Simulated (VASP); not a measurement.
# TaN (R-3m) in VASP: a series of runs

Runs on TaN. Level: PBEsol. Tasks: single point.

Program: VASP 6.6.1. These are calculated values, not measurements. Logs are shortened: lines on timing, memory, paths and dates and some standing lists are left out, and cuts for length are marked.

## Step 1: The cell of the first run

It takes space group R-3m (No. 166, trigonal). Conventional cell: a = 3.227 Å, b = 3.227 Å, c = 6.590 Å, α = 90.00°, β = 90.00°, γ = 120.00°. Ta (site symmetry -3m) has 6 N at 2.16 Å and 6 Ta at 2.88 Å within 2.9 Å. N (site symmetry -3m) has 6 Ta at 2.16 Å and 6 N at 2.88 Å within 2.9 Å.

## Step 2: Single point, PBEsol (9.91 Å³/atom)

The input, INCAR:

```
PREC = Accurate
ENCUT = 700
EDIFF = 1E-6
ISMEAR = 0
SIGMA = 0.15
LREAL = F
LASPH = T
NELM = 120
ALGO = Normal
ISIF = 2
LWAVE = F
LCHARG = F
GGA = PS
NBANDS = 16
GGA_COMPAT = F
```

The input, KPOINTS:

```
Automatic mesh
0
Gamma
  20 20 20
```

The input, POSCAR:

```
TaN
1.0
   -0.2531656777      2.0289768493      2.0289768493
    2.0289768493     -0.2531656777      2.0289768493
    2.0289768493      2.0289768493     -0.2531656777
Ta N
1 1
Direct
    0.5000000000      0.5000000000      0.5000000000
    0.0000000000      0.0000000000      0.0000000000
```

Potentials or basis: VASP PAW PBE potentials, release 64 (Ta_sv_GW, N).

On the command line:

```console
cat potpaw_PBE.64/Ta_sv_GW/POTCAR potpaw_PBE.64/N/POTCAR > POTCAR
mpirun -np 1 vasp_std > vasp.out
```

OUTCAR:

```text
PREC = Accurate
   ENCUT = 700
   EDIFF = 1E-6
   ISMEAR = 0
   LREAL = F
   LASPH = T
   NELM = 120
   ISIF = 2
   GGA = PS

 ion  position               nearest neighbor table
   1  0.500  0.500  0.500-   2 2.16   2 2.16   2 2.16   2 2.16   2 2.16   2 2.16
   2  0.000  0.000  0.000-   1 2.16   1 2.16   1 2.16   1 2.16   1 2.16   1 2.16

  LATTYP: Found a trigonal (rhomboedric) cell.
 ALAT       =     2.8805532403
 COS(alpha) =     0.3723266135

  Lattice vectors:

 A1 = (  -0.2531656777,   2.0289768493,   2.0289768493)
 A2 = (   2.0289768493,  -0.2531656777,   2.0289768493)
 A3 = (   2.0289768493,   2.0289768493,  -0.2531656777)

Analysis of symmetry for initial positions (statically):
=====================================================================
 Subroutine PRICEL returns:
 Original cell was already a primitive cell.

 Routine SETGRP: Setting up the symmetry group for a
 trigonal (rhombohedral) supercell.

 Subroutine GETGRP returns: Found 12 space group operations
 (whereof 12 operations were pure point group operations)
 out of a pool of 12 trial point group operations.

The static configuration has the point symmetry D_3d.

Analysis of symmetry for dynamics (positions and initial velocities):
=====================================================================
 Subroutine PRICEL returns:
 Original cell was already a primitive cell.

 Routine SETGRP: Setting up the symmetry group for a
 trigonal (rhombohedral) supercell.

 Subroutine GETGRP returns: Found 12 space group operations
 (whereof 12 operations were pure point group operations)
 out of a pool of 12 trial point group operations.

The dynamic configuration has the point symmetry D_3d.

 Subroutine INISYM returns: Found 12 space group operations
 (whereof 12 operations are pure point group operations),
 and found     1 'primitive' translations

----------------------------------------------------------------------------------------

                                     Primitive cell

  volume of cell :      19.8160

  direct lattice vectors                    reciprocal lattice vectors
    -0.253165678  2.028976849  2.028976849    -0.204514241  0.233670486  0.233670486
     2.028976849 -0.253165678  2.028976849     0.233670486 -0.204514241  0.233670486
     2.028976849  2.028976849 -0.253165678     0.233670486  0.233670486 -0.204514241

  length of vectors
     2.880553240  2.880553240  2.880553240     0.388625613  0.388625613  0.388625613

  position of ions in fractional coordinates (direct lattice)
     0.500000000  0.500000000  0.500000000
     0.000000000  0.000000000  0.000000000

  ion indices of the primitive-cell ions
   primitive index   ion index
                 1           1
                 2           2

----------------------------------------------------------------------------------------

 KPOINTS: Automatic mesh

Automatic generation of k-mesh.
 Grid dimensions read from file:
 generate k-points for:   20   20   20

 Generating k-lattice:

  Cartesian coordinates                     Fractional coordinates (reciprocal lattice)
    -0.010225712  0.011683524  0.011683524     0.050000000  0.000000000  0.000000000
     0.011683524 -0.010225712  0.011683524     0.000000000  0.050000000  0.000000000
     0.011683524  0.011683524 -0.010225712     0.000000000  0.000000000  0.050000000

  Length of vectors
     0.019431281  0.019431281  0.019431281

  Shift w.r.t. Gamma in fractional coordinates (k-lattice)
     0.000000000  0.000000000  0.000000000

 Subroutine IBZKPT returns following result:
 ===========================================

 Found    781 irreducible k-points:

 Following reciprocal coordinates:
            Coordinates               Weight
  0.000000  0.000000  0.000000      1.000000
  0.050000  0.000000  0.000000      6.000000
  0.100000  0.000000  0.000000      6.000000
  0.150000  0.000000 -0.000000      6.000000
  0.200000  0.000000  0.000000      6.000000
  0.250000  0.000000  0.000000      6.000000
[... 16 lines left out ...]
 -0.400000  0.050000 -0.000000     12.000000
 -0.350000  0.050000  0.000000     12.000000
 [... further k-points ...]
   k-points           NKPTS =    781   k-points in BZ     NKDIM =    781   number of bands    NBANDS=     16
   number of dos      NEDOS =    301   number of ions     NIONS =      2
   total plane-waves  NPLWV =  21952
   dimension x,y,z NGX =    28 NGY =   28 NGZ =   28
   dimension x,y,z NGXF=    56 NGYF=   56 NGZF=   56
   ions per type =               1   1
   NGX,Y,Z   is equivalent  to a cutoff of  16.16, 16.16, 16.16 a.u.
   NGXF,Y,Z  is equivalent  to a cutoff of  32.32, 32.32, 32.32 a.u.
 SYSTEM =  unknown system
   PREC   = accura    normal or accurate (medium, high low for compatibility)
   ISTART =      0    job   : 0-new  1-cont  2-samecut
   ICHARG =      2    charge: 1-file 2-atom 10-const
   ISPIN  =      1    spin polarized calculation?
   LNONCOLLINEAR =      F non collinear calculations
   LSORBIT =      F    spin-orbit coupling
   LASPH  =      T    aspherical Exc in radial PAW
   ENCUT  =  700.0 eV  51.45 Ry    7.17 a.u.   6.21  6.21  6.21*2*pi/ulx,y,z
   NELM   =    120;   NELMIN=  2; NELMDL= -5     # of ELM steps
   EDIFF  = 0.1E-05   stopping-criterion for ELM
   LREAL  =      F    real-space projection
   EDIFFG = 0.1E-04   stopping-criterion for IOM
   NSW    =      0    number of steps for IOM
   IBRION =     -1    ionic relax: 0-MD 1-quasi-New 2-CG
   NFREE  =      0    steps in history (QN), initial steepest desc. (CG)
   ISIF   =      2    stress and relaxation
   ISYM   =      2    0-nonsym 1-usesym 2-fastsym
   POTIM  = 0.5000    time-step for ionic-motion
   TEBEG  =    0.0;   TEEND  =   0.0 temperature during run
   PSTRESS=    0.0 pullay stress
   NELECT =      18.0000    total number of electrons
   NUPDOWN=      -1.0000    fix difference up-down
   EMIN   =  10.00;   EMAX   =-10.00  energy-range for DOS
   EFERMI =   0.00;   METHOD = LEGACY
   ISMEAR =     0;   SIGMA  =   0.15  broadening in eV -4-tet -1-fermi 0-gaus
   EFERMI_NEDOS =   21; number of points for ismear=-14 and -15
   IALGO  =     38    algorithm
   IMIX   =      4    mixing-type and parameters
     AMIX     =   0.40;   BMIX     =  1.00
     AMIX_MAG =   1.60;   BMIX_MAG =  1.00
  volume/ion in A,a.u.               =       9.91        66.86
  Fermi-wavevector in a.u.,A,eV,Ry     =   1.585478  2.996120 34.201534  2.513742
  Thomas-Fermi vector in A             =   2.684937
   LORBIT       =      0    0 simple, 1 ext, 2 COOP (PROOUT), +10 PAW based schemes
   GGA     = PS    functional components
   LHFCALC =     F    Hartree Fock is set to
   AEXX    =    0.0000 exact exchange contribution
   IVDW    =     0    specifies the selected vdW correction
   LEPSILON=     F    determine dielectric tensor
   LRPA    =     F    only Hartree local field effects (RPA)
 non-spin polarized calculation
 Gauss-broadening in eV      SIGMA  =   0.15
  energy-cutoff  :      700.00
  volume of cell :       19.82
 maximum number of plane-waves:       846
 NGX is ok and might be reduce to    28
   NGX = 13   NGY = 13   NGZ = 13

 number of electron      18.0000000 magnetization

 Free energy of the ion-electron system (eV)
  ---------------------------------------------------
  ext. energy  EPLUGINS =         0.00000000
  ---------------------------------------------------
  free energy    TOTEN  =       -25.44091324 eV

  energy without entropy =      -25.43135034  energy(sigma->0) =      -25.43613179

 E-fermi :  14.4817     XC(G=0): -14.3821

 val. band max:       14.4783656439   @ k =   0.2500   0.2000   0.0500
 cond. band min:      14.4832581056   @ k =  -0.4000   0.1500   0.0000
 fundamental gap:      0.0048924617
 Fermi energy:        14.4816957279

 k-point     1 :       0.0000    0.0000    0.0000
  band No.  band energies     occupation
      1     -54.6974      2.00000
      2     -20.9115      2.00000
      3     -20.9115      2.00000
      4     -20.6126      2.00000
      5      -4.5483      2.00000
      6      10.6965      2.00000
[... 8 lines left out ...]
     15      24.5499      0.00000
     16      38.3129      0.00000

 k-point     2 :       0.0500    0.0000    0.0000
  band No.  band energies     occupation
      1     -54.6956      2.00000
      2     -20.9346      2.00000
      3     -20.9112      2.00000
      4     -20.6224      2.00000
      5      -4.4816      2.00000
      6      10.1961      2.00000
[... 8 lines left out ...]
     15      24.7115      0.00000
     16      36.8839      0.00000

 k-point     3 :       0.1000    0.0000    0.0000
  band No.  band energies     occupation
      1     -54.6903      2.00000
      2     -21.0061      2.00000
      3     -20.9102      2.00000
      4     -20.6452      2.00000
      5      -4.2863      2.00000
      6       9.3727      2.00000
[... 8 lines left out ...]
     15      25.1699      0.00000
     16      35.0524      0.00000

 k-point     4 :       0.1500    0.0000   -0.0000
  band No.  band energies     occupation
      1     -54.6821      2.00000
      2     -21.1253      2.00000
      3     -20.9087      2.00000
      4     -20.6704      2.00000
      5      -3.9760      2.00000
      6       8.4620      2.00000
[... 8 lines left out ...]
     15      25.8389      0.00000
     16      33.4369      0.00000

 k-point     5 :       0.2000    0.0000    0.0000
  band No.  band energies     occupation
      1     -54.6717      2.00000
      2     -21.2801      2.00000
      3     -20.9067      2.00000
      4     -20.6929      2.00000
      5      -3.5714      2.00000
      6       7.5322      2.00000
[... 8 lines left out ...]
     15      26.5321      0.00000
     16      32.2515      0.00000

 k-point     6 :       0.2500    0.0000    0.0000
  band No.  band energies     occupation
      1     -54.6601      2.00000
      2     -21.4519      2.00000
      3     -20.9045      2.00000
      4     -20.7123      2.00000
      5      -3.0984      2.00000
      6       6.6261      2.00000
[... 8 lines left out ...]
     15      26.9118      0.00000
     16      30.6199      0.00000

 k-point     7 :       0.3000    0.0000   -0.0000
  band No.  band energies     occupation
      1     -54.6486      2.00000
      2     -21.6214      2.00000
      3     -20.9022      2.00000
      4     -20.7288      2.00000
      5      -2.5879      2.00000
      6       5.7762      2.00000
[... 8 lines left out ...]
     15      26.8127      0.00000
     16      29.1257      0.00000

 k-point     8 :       0.3500    0.0000    0.0000
  band No.  band energies     occupation
      1     -54.6381      2.00000
      2     -21.7715      2.00000
      3     -20.9002      2.00000
      4     -20.7424      2.00000
      5      -2.0784      2.00000
      6       5.0151      2.00000
[... 8 lines left out ...]
     15      26.6044      0.00000
     16      27.8085      0.00000

 k-point     9 :       0.4000    0.0000    0.0000
  band No.  band energies     occupation
      1     -54.6298      2.00000
      2     -21.8885      2.00000
      3     -20.8985      2.00000
      4     -20.7526      2.00000
      5      -1.6216      2.00000
      6       4.3864      2.00000
[... 8 lines left out ...]
     15      26.6018      0.00000
     16      26.7280      0.00000
[... 172 lines left out ...]
 k-point    19 :       0.4000    0.0500    0.0000
  band No.  band energies     occupation
      1     -54.6297      2.00000
      2     -21.8627      2.00000
      3     -20.9055      2.00000
      4     -20.7636      2.00000
      5      -1.7665      2.00000
      6       4.5730      2.00000
[... 8 lines left out ...]
     15      26.5102      0.00000
     16      27.4494      0.00000

 k-point    20 :       0.4500    0.0500   -0.0000
  band No.  band energies     occupation
      1     -54.6239      2.00000
      2     -21.9446      2.00000
      3     -20.9070      2.00000
      4     -20.7705      2.00000
      5      -1.4063      2.00000
      6       4.1110      2.00000
[... 8 lines left out ...]
     15      26.1721      0.00000
     16      26.9392      0.00000

 k-point    21 :       0.5000    0.0500   -0.0000
  band No.  band energies     occupation
      1     -54.6214      2.00000
      2     -21.9788      2.00000
      3     -20.9099      2.00000
      4     -20.7733      2.00000
      5      -1.2235      2.00000
      6       3.8910      2.00000
[... 8 lines left out ...]
     15      25.7762      0.00000
     16      26.8960      0.00000

 k-point    22 :      -0.4500    0.0500    0.0000
  band No.  band energies     occupation
      1     -54.6227      2.00000
      2     -21.9627      2.00000
      3     -20.9137      2.00000
      4     -20.7717      2.00000
      5      -1.2711      2.00000
      6       3.9621      2.00000
[... 8 lines left out ...]
     15      25.8257      0.00000
     16      26.7858      0.00000

 k-point    23 :      -0.4000    0.0500   -0.0000
  band No.  band energies     occupation
      1     -54.6274      2.00000
      2     -21.8979      2.00000
      3     -20.9181      2.00000
      4     -20.7656      2.00000
      5      -1.5334      2.00000
      6       4.3078      2.00000
[... 8 lines left out ...]
     15      26.2144      0.00000
     16      26.7670      0.00000

 k-point    24 :      -0.3500    0.0500    0.0000
  band No.  band energies     occupation
      1     -54.6352      2.00000
      2     -21.7897      2.00000
      3     -20.9224      2.00000
      4     -20.7553      2.00000
      5      -1.9415      2.00000
      6       4.8621      2.00000
[... 8 lines left out ...]
     15      26.3936      0.00000
     16      27.4341      0.00000

 [... further k-points ...]

------------------------ aborting loop because EDIFF is reached ----------------------------------------

  FORCE on cell =-STRESS in cart. coord.  units (eV):
  Direction    XX          YY          ZZ          XY          YZ          ZX
  --------------------------------------------------------------------------------------
  -------------------------------------------------------------------------------------
  Total        2.8302015      2.8302015      2.8302015      1.4317764      1.4317764      1.4317764
  in kB      228.8294683    228.8294683    228.8294683    115.7630028    115.7630028    115.7630028
  external PRESSURE =     228.8294683 kB  Pullay stress =       0.0000000 kB

 VOLUME and BASIS-vectors are now :
 -----------------------------------------------------------------------------
  energy-cutoff  :      700.00
  volume of cell :       19.82
      direct lattice vectors                 reciprocal lattice vectors
    -0.253165678  2.028976849  2.028976849    -0.204514241  0.233670486  0.233670486
     2.028976849 -0.253165678  2.028976849     0.233670486 -0.204514241  0.233670486
     2.028976849  2.028976849 -0.253165678     0.233670486  0.233670486 -0.204514241

 POSITION                                       TOTAL-FORCE (eV/Angst)
 -----------------------------------------------------------------------------------
      1.90239      1.90239      1.90239        -0.000000      0.000000      0.000000
      0.00000      0.00000      0.00000         0.000000     -0.000000     -0.000000
 -----------------------------------------------------------------------------------
    total drift:                                0.000000      0.000000      0.000000

  FREE ENERGIE OF THE ION-ELECTRON SYSTEM (eV)
  ---------------------------------------------------
  free  energy   TOTEN  =       -25.4409132393 eV

  energy  without entropy=      -25.4313503367  energy(sigma->0) =      -25.43613179
```

Run time: 4.3 min. Hardware: 1 thread of Intel Xeon Platinum 8488C (Sapphire Rapids), shared host; peak memory 0.52 GiB.

Results:

| Item | Value |
| --- | --- |
| Free energy | -25.4409 eV |
| Pressure | 22.9 GPa |
| Band gap on the k mesh | zero (bands 9 and 10 overlap by 6.25 eV) |

Caveat: the cell stands under pressure; the PAW data sets were made with another functional, which shifts forces and pressure a little; spin-orbit coupling is left out, which moves the levels of the heavy elements.

## Step 3: Single point, PBEsol (10.19 Å³/atom)

This run uses another cell than the first one, of 10.19 Å³/atom.

The input, INCAR:

```
  PREC = Accurate
  ENCUT = 700
  EDIFF = 1E-6
  ISMEAR = 0
  SIGMA = 0.15
  LREAL = False
  LASPH = True
  NELM = 120
  ALGO = Normal
  ISIF = 2
  LWAVE = False
  LCHARG = False
  GGA = PS
  NBANDS = 16
  GGA_COMPAT = False
```

KPOINTS is that of step 2.

The input, POSCAR:

```
TaN
1.0
    0.1790455161      2.2609701223      2.2609701223
    2.2609701223      0.1790455161      2.2609701223
    2.2609701223      2.2609701223      0.1790455161
Ta N
1 1
Direct
    0.5000000000      0.5000000000      0.5000000000
    0.0000000000      0.0000000000      0.0000000000
```

Potentials or basis: VASP PAW PBE potentials, release 64 (Ta_sv_GW, N).

On the command line:

```console
cat potpaw_PBE.64/Ta_sv_GW/POTCAR potpaw_PBE.64/N/POTCAR > POTCAR
mpirun -np 1 vasp_std > vasp.out
```

Run time: 11 min. Hardware: 1 thread of Intel Xeon Platinum 8259CL at 2.50GHz (Skylake/Cascade Lake), shared host; peak memory 0.53 GiB.

Results (log left out):

| Item | Value |
| --- | --- |
| Free energy | -25.6673 eV |
| Pressure | 11.3 GPa |
| Band gap on the k mesh | zero (bands 9 and 10 overlap by 3.05 eV) |

Stress tensor (GPa, compression positive):
```
11.27 -5.09 -5.09
-5.09 11.27 -5.09
-5.09 -5.09 11.27
```

Levels at points of the mesh, in eV from the Fermi level:
```
           k point  band 5  band 6  band 7  band 8  band 9  band 10  band 11  band 12  band 13  band 14
(0.00, 0.00, 0.00)  -18.91   -4.15   -3.48   -3.34   -3.34    -1.56    -1.56     0.51     0.51     2.47
(0.50, 0.00, 0.00)  -15.48  -10.48   -8.45   -7.18    0.30     3.49     3.74     4.10     8.09     8.54
(0.50, 0.50, 0.00)  -17.57   -6.55   -5.63   -4.72   -4.11     2.19     3.44     4.40     4.90     8.09
(0.50, 0.50, 0.50)  -15.87  -10.62   -6.81   -6.81    1.49     1.61     1.61     4.72     7.36     7.36
```

Caveat: the cell stands under pressure; the PAW data sets were made with another functional, which shifts forces and pressure a little; spin-orbit coupling is left out, which moves the levels of the heavy elements.
